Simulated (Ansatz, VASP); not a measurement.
WC: VASP beside Ansatz

INCAR

```
SYSTEM = WC
PREC = Accurate
ENCUT = 910
EDIFF = 1E-6
ISMEAR = 0
SIGMA = 0.15
LREAL = .False.
LASPH = .True.
NELM = 120
ALGO = Normal
ISIF = 2
LWAVE = .False.
LCHARG = .False.
GGA = PS
NBANDS = 16
GGA_COMPAT = .False.
```

The input KPOINTS:

```
regular mesh
0
Gamma
  18 18 18
  0 0 0
```

Contents of POSCAR:

```
WC
1.0
    0.0000000000      2.1926840000      2.1926840000
    2.1926840000      0.0000000000      2.1926840000
    2.1926840000      2.1926840000      0.0000000000
W C
1 1
Direct
   -0.0403105726      0.0000000000      0.0000000000
    0.5000000000      0.5000000000      0.5000000000
```

Input for Ansatz:

```yaml
crystal:
  lattice:
    - [0.0, 2.192684, 2.192684]
    - [2.192684, 0.0, 2.192684]
    - [2.192684, 2.192684, 0.0]
  atoms:
    - { symbol: W, position: [-0.0403105726, 0.0, 0.0] }
    - { symbol: C, position: [0.5, 0.5, 0.5] }
basis:
  ecutwfc: 420
kpoints:
  mp_grid: { grid: [18, 18, 18] }
hamiltonian:
  xc: pbesol
scf:
  occupations: { method: gaussian, width: 0.15 }
output:
  forces: true
  stress: true
  eigenvalues: true
```

Change from the starting cell: all W atoms moved +0.125 Å, as atom 1 towards its neighbour atom 1 (W) at 3.101 Å.

Alike in both runs: task single point; functional PBEsol; k mesh 18 × 18 × 18; occupations gaussian, width 0.15 eV; no spin polarisation.

```csv
,VASP,Ansatz
version,VASP 6.6.1,Ansatz 0.2.0
potentials or method,"VASP PAW PBE potentials, release 64 (W_sv, C_h), cutoff 910 eV","scalar-relativistic, plane waves, PAW"
valence electrons in the cell,18,18
```

```csv
,VASP,Ansatz,Ansatz less VASP
gap on the k mesh at the Fermi level (eV),none,none,-
rms of the force components (eV/Å),0.511,0.505,-0.0063
```

VASP's potentials were made for PBE, not for PBEsol. Atom by atom the forces differ by 0.006 eV/Å (rms over components). A gap of «none» marks a metal or a gap that the smearing closes. The functional is the same, so the differences come from potentials, cutoffs and numerics.

Spin-orbit coupling is off throughout. Noted on VASP's run: the cutoff is short for stress, so the pressure is rough.
